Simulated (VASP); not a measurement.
# Fe: single point with RPBE

The system is Fe.

```
Fe
1.0
    -1.37068    1.37068    1.37068
     1.37068   -1.37068    1.37068
     1.37068    1.37068   -1.37068
Fe
1
Direct
  0.00000 0.00000 0.00000
```

```json
{
  "Program": "VASP 6.6.1",
  "Task": "single point",
  "Functional": "RPBE",
  "Potentials or basis": "VASP PAW PBE potentials, release 64 (Fe)",
  "Cutoff": "520 eV",
  "k mesh": "25 × 25 × 25",
  "Occupations": "fermi-dirac, width 0.05 eV",
  "Spin": "collinear spin, ferromagnetic start",
  "Starting moments": "[2.303] μB",
  "Dipole correction": "no",
  "Further INCAR settings": "ALGO = Normal; EDIFF = 1e-06; NBANDS = 14"
}
```

```
Pressure                                              : 30.5 GPa
Net moment                                            : 2.07 μB per cell
Site moments                                          : Fe +2.05 μB
Valence electrons inside the program's atomic spheres : Fe 7.49
```

Levels at points of the mesh, in eV from the Fermi level:
Spin up:
```csv
k point,band 2,band 3,band 4,band 5,band 6,band 7,band 8,band 9
"(0.00, 0.00, 0.00)",-2.55,-2.55,-2.55,-1.15,-1.15,25.92,25.92,25.92
```
Spin down:
```
           k point  band 1  band 2  band 3  band 4  band 5  band 6  band 7  band 8
(0.00, 0.00, 0.00)   -8.89   -0.74   -0.74   -0.74    1.58    1.59   25.66   25.66
```

Run time: 78 s on 1 thread of Intel(R) Xeon(R) Platinum 8488C (Sapphire Rapids), on a shared host, peak memory 0.2 GiB.

Caveat: the cell stands under pressure; the PAW data sets were made with another functional, which shifts forces and pressure a little.
